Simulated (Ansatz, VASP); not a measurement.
**Al2O3: VASP beside Ansatz**

```
Al O
1.0
     2.89590    0.00000    0.00000
    -1.44795    2.50792    0.00000
     0.00000    0.00000    7.73400
Al O
2 3
Direct
  0.00000 0.00000 0.19074
  0.00000 0.00000 0.80926
  0.33333 0.66667 0.28409
  0.66667 0.33333 0.00000
  0.33333 0.66667 0.71591
```

Alike in both runs: task single point; functional PBE; dispersion D3(BJ); k mesh 9 × 9 × 4; occupations gaussian, width 0.05 eV; no spin polarisation.

```csv
,VASP,Ansatz
version,VASP 6.6.1,Ansatz 0.2.0
potentials or method,"VASP PAW PBE potentials, release 64 (Al, O), cutoff 520 eV","scalar-relativistic, plane waves, PAW"
valence electrons in the cell,24,24
```

Ansatz gave:

```
gap on the k mesh at the Fermi level (eV)                     : 4.33
least direct gap on the mesh (eV)                             : 4.44
pressure (GPa)                                                : -10.0
traceless stress, the component that is largest in VASP (GPa) : -5.38
rms of the force components (eV/Å)                            : 0.359
```

Q: What did VASP give for the same quantities?

A: gap on the k mesh at the Fermi level (eV): 4.31; least direct gap on the mesh (eV): 4.42; pressure (GPa): -10.0; traceless stress, the component that is largest in VASP (GPa): -5.60; rms of the force components (eV/Å): 0.364.

Atom by atom the forces differ by 0.017 eV/Å (rms over components).
